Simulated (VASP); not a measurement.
# Zr2B (P-3m1) in VASP: further runs, part 2 of 2

VASP 6.6.1. The steps go on from the part before.

## Step 5: Single point, PBE, collinear spin

This run uses another cell than the first one, of 18.83 Å³/atom.

Contents of INCAR:

```
SYSTEM = Zr2B
  PREC = Accurate
  ENCUT = 520
  EDIFF = 1E-7
  ISMEAR = 0
  SIGMA = 0.1
  LREAL = .FALSE.
  LASPH = .TRUE.
  NELM = 150
  ALGO = Fast
  ISIF = 2
  LWAVE = .FALSE.
  LCHARG = .TRUE.
  ISPIN = 2
  MAGMOM = 1 1 0
  LORBIT = 11
  LMAXMIX = 4
  GGA = PE
  LELF = .TRUE.
  LVHAR = .TRUE.
  NBANDS = 24
```

Contents of KPOINTS:

```
Automatic mesh
0
G
  6 6 4
  0 0 0
```

Contents of POSCAR:

```
Zr2B
1.0
    3.4219106733      0.0000000000      0.0000000000
   -1.7109553366      2.9634615725      0.0000000000
    0.0000000000      0.0000000000      5.5715737084
Zr B
2 1
Direct
    0.3333333333      0.6666666667      0.2351115784
    0.6666666667      0.3333333333      0.7648884216
    0.0000000000      0.0000000000      0.0000000000
```

Run with:

```sh
$ cat potpaw_PBE.64/Zr_sv/POTCAR potpaw_PBE.64/B/POTCAR > POTCAR
$ mpirun -np 1 vasp_std > vasp.out
```

Run time: 94 s. Hardware: 1 thread of AMD EPYC 9R45 (Zen 5), shared host; peak memory 0.2 GiB.

The run converged. Its results:

| Item | Value |
| --- | --- |
| Free energy | -24.5376 eV |
| Pressure | 0.2 GPa |
| Largest force | 0.005 eV/Å |
| Net moment | 0.06 μB per cell |
| Valence electrons inside the program's atomic spheres | Zr 9.80; B 1.90 |

Forces in eV/Å, atoms in the order of the input:
```
Zr   0.000  0.000  0.005
Zr   0.000  0.000 -0.005
B    0.000  0.000  0.000
```

Stress tensor (GPa, compression positive):
```
0.30 0.00 0.00
0.00 0.30 0.00
0.00 0.00 0.04
```

Levels at points of the mesh, in eV from the Fermi level:
Spin up:
| k point | band 9 | band 10 | band 11 | band 12 | band 13 | band 14 | band 15 | band 16 | band 17 | band 18 |
| --- | --- | --- | --- | --- | --- | --- | --- | --- | --- | --- |
| (0.00, 0.00, 0.00) | -7.24 | -3.43 | -1.00 | -0.70 | -0.70 | 1.41 | 1.77 | 1.77 | 2.38 | 2.38 |
| (0.50, 0.00, 0.00) | -5.51 | -3.12 | -1.29 | -1.06 | -0.84 | -0.30 | 0.74 | 4.24 | 4.57 | 4.60 |
| (0.00, 0.00, 0.50) | -6.74 | -4.20 | -0.85 | -0.85 | -0.49 | 0.59 | 1.32 | 1.32 | 3.39 | 3.39 |
| (0.50, 0.00, 0.50) | -5.62 | -3.15 | -1.33 | -0.55 | -0.49 | 0.16 | 0.42 | 2.76 | 3.73 | 4.54 |
Spin down:
```csv
k point,band 11,band 12,band 13,band 14,band 15,band 16
"(0.00, 0.00, 0.00)",-0.97,-0.69,-0.69,1.43,1.78,1.78
"(0.50, 0.00, 0.00)",-1.27,-1.05,-0.83,-0.27,0.77,4.25
"(0.00, 0.00, 0.50)",-0.84,-0.84,-0.47,0.61,1.34,1.34
"(0.50, 0.00, 0.50)",-1.31,-0.53,-0.49,0.19,0.46,2.78
```

## Step 6: Single point, PBE

This run uses another cell than the first one, of 18.90 Å³/atom.

Contents of INCAR:

```
PREC = Accurate
ENCUT = 520
EDIFF = 1E-7
ISMEAR = 0
SIGMA = 0.1
LREAL = F
LASPH = T
NELM = 60
ALGO = Fast
ISIF = 2
LWAVE = F
LCHARG = F
GGA = PE
NBANDS = 20
```

Contents of KPOINTS:

```
Automatic mesh
0
Gamma
  18 18 8
```

Contents of POSCAR:

```
Zr2B
1.0
    3.4282035124      0.0000000000      0.0000000000
   -1.7141017562      2.9689113311      0.0000000000
    0.0000000000      0.0000000000      5.5707993330
Zr B
2 1
Direct
    0.3333333333      0.6666666667      0.2349001354
    0.6666666667      0.3333333333      0.7650998646
    0.0000000000      0.0000000000      0.0000000000
```

Potentials or basis: VASP PAW PBE potentials, release 64 (Zr_sv, B).

Run with:

```sh
$ cat potpaw_PBE.64/Zr_sv/POTCAR potpaw_PBE.64/B/POTCAR > POTCAR
$ mpirun -np 1 vasp_std > vasp.out
```

Run time: 7.8 min. Hardware: 1 thread of AMD EPYC 9R45 (Zen 5), shared host; peak memory 0.36 GiB.

Results (log left out):

```
Free energy            : -24.5340 eV
Pressure               : 0.1 GPa
Largest force          : 0.012 eV/Å
Band gap on the k mesh : zero (an odd number of electrons rules out a gap without spin polarisation)
```

Forces in eV/Å, atoms in the order of the input:
```
Zr   0.000  0.000  0.012
Zr   0.000  0.000 -0.012
B    0.000  0.000  0.000
```

Levels at points of the mesh, in eV from the Fermi level:
```csv
k point,band 10,band 11,band 12,band 13,band 14,band 15,band 16,band 17
"(0.00, 0.00, 0.00)",-3.46,-1.02,-0.76,-0.76,1.38,1.71,1.71,2.32
"(0.50, 0.00, 0.00)",-3.16,-1.32,-1.09,-0.90,-0.33,0.71,4.16,4.50
"(0.00, 0.00, 0.50)",-4.22,-0.91,-0.91,-0.52,0.57,1.27,1.27,3.33
"(0.50, 0.00, 0.50)",-3.19,-1.36,-0.58,-0.55,0.13,0.39,2.72,3.69
```

## Step 7: Relaxation of cell and atoms, PBE

This run uses another cell than the first one, of 18.83 Å³/atom.

Contents of INCAR:

```
SYSTEM = Zr2B
PREC = Accurate ; ENCUT = 600
EDIFF = 1E-6 ; ISMEAR = 0
SIGMA = 0.1 ; LREAL = .False.
LASPH = .True. ; NELM = 100
ALGO = Fast ; ISIF = 3
LWAVE = .False. ; LCHARG = .False.
GGA = PE ; IBRION = 2
NSW = 100 ; EDIFFG = -0.01
```

Contents of KPOINTS:

```
Automatic mesh
0
Gamma
  18 18 8
  0 0 0
```

Contents of POSCAR:

```
Zr2B
1.0
    3.4219106733      0.0000000000      0.0000000000
   -1.7109553366      2.9634615725      0.0000000000
    0.0000000000      0.0000000000      5.5715737084
Zr B
2 1
Direct
    0.3333333333      0.6666666667      0.2351115784
    0.6666666667      0.3333333333      0.7648884216
    0.0000000000      0.0000000000      0.0000000000
```

Run with:

```sh
$ cat potpaw_PBE.64/Zr_sv/POTCAR potpaw_PBE.64/B/POTCAR > POTCAR
$ mpirun -np 1 vasp_std > vasp.out
```

It took 13 min on 1 thread of AMD EPYC 9R45 (Zen 5), shared host; peak memory 0.4 GiB.

It converged, with:

```yaml
Free_energy: -24.5348 eV
Relaxed_volume: 18.90 Å³/atom
Relaxed_cell: a = 3.428 Å, b = 3.428 Å, c = 5.571 Å, α = 90.00°, β = 90.00°, γ = 120.00°
Space_group_after_relaxing_to_0.1_Å: P-3m1 (No. 164)
Energy_gained_by_relaxing: 0.1 meV/atom
Ionic_steps: 6
Pressure_after_relaxing: 0.0 GPa
Band_gap_on_the_k_mesh: zero (an odd number of electrons rules out a gap without spin polarisation)
```

Step by step:
| step | energy change (eV) | largest force (eV/Å) | pressure (GPa) | volume (Å³) |
| --- | --- | --- | --- | --- |
| 1 | 0.0000 | 0.0107 | 0.44 | 56.50 |
| 2 | 0.0000 | 0.0475 | -0.43 | 56.92 |
| 3 | -0.0003 | 0.0195 | -0.06 | 56.71 |
| 4 | -0.0003 | 0.0162 | 0.00 | 56.70 |
| 5 | -0.0003 | 0.0169 | -0.01 | 56.71 |
| 6 | -0.0004 | 0.0006 | 0.02 | 56.71 |

Final structure:
```
Zr B
1.0
     3.42843    0.00000    0.00000
    -1.71421    2.96911    0.00000
     0.00000    0.00000    5.57075
Zr B
2 1
Direct
  0.33333 0.66667 0.23503
  0.66667 0.33333 0.76497
  0.00000 0.00000 0.00000
```

Levels at points of the mesh, in eV from the Fermi level:
```tsv
k point	band 9	band 10	band 11	band 12	band 13	band 14	band 15	band 16	band 17
(0.00, 0.00, 0.00)	-7.28	-3.46	-1.02	-0.76	-0.76	1.38	1.72	1.72	2.32
(0.50, 0.00, 0.00)	-5.56	-3.16	-1.32	-1.09	-0.90	-0.33	0.71	4.16	4.52
(0.00, 0.00, 0.50)	-6.79	-4.22	-0.91	-0.91	-0.52	0.56	1.27	1.27	3.33
(0.50, 0.00, 0.50)	-5.67	-3.19	-1.36	-0.58	-0.55	0.12	0.39	2.71	3.68
```

## Step 8: Summary

| task | spin | cell | k mesh | cutoff (eV) | gap on the mesh (eV) | pressure (GPa) | relaxed volume (Å³/atom) | largest force (eV/Å) |
| --- | --- | --- | --- | --- | --- | --- | --- | --- |
| single point | off | a = 3.097, b = 3.097, c = 6.507 Å, angles 90.0, 90.0, 120.0°, 3 atoms, atomic positions A | 6 × 6 × 4 | 520 | none | -1.6 | - | 1.43 |
| single point | off | a = 3.422, b = 3.422, c = 5.572 Å, angles 90.0, 90.0, 120.0°, 3 atoms, atomic positions B | 6 × 6 × 4 | 520 | none | 0.2 | - | - |
| relaxation of cell and atoms | off | relaxed from a = 3.097, b = 3.097, c = 6.507 Å, angles 90.0, 90.0, 120.0°, 3 atoms, atomic positions A | 6 × 6 × 4 | 600 | none | 0.0 | 18.84 | - |
| single point | collinear | a = 3.422, b = 3.422, c = 5.572 Å, angles 90.0, 90.0, 120.0°, 3 atoms, atomic positions B | 6 × 6 × 4 | 520 | none | 0.2 | - | - |
| single point | off | a = 3.428, b = 3.428, c = 5.571 Å, angles 90.0, 90.0, 120.0°, 3 atoms, atomic positions B | 18 × 18 × 8 | 520 | none | 0.1 | - | 0.01 |
| relaxation of cell and atoms | off | relaxed from a = 3.422, b = 3.422, c = 5.572 Å, angles 90.0, 90.0, 120.0°, 3 atoms, atomic positions B | 18 × 18 × 8 | 600 | none | 0.0 | 18.90 | - |

Alike in all rows: level PBE; potentials or basis VASP PAW PBE potentials, release 64 (Zr_sv, B); smearing gaussian 0.1 eV.

Caveats: some runs use coarse meshes; forces of over 1 eV/Å act on the atoms, so gaps and moduli don't describe the material at rest (at least some runs).

Total energies depend on the potentials used, so only differences within one code and one set of settings carry meaning.
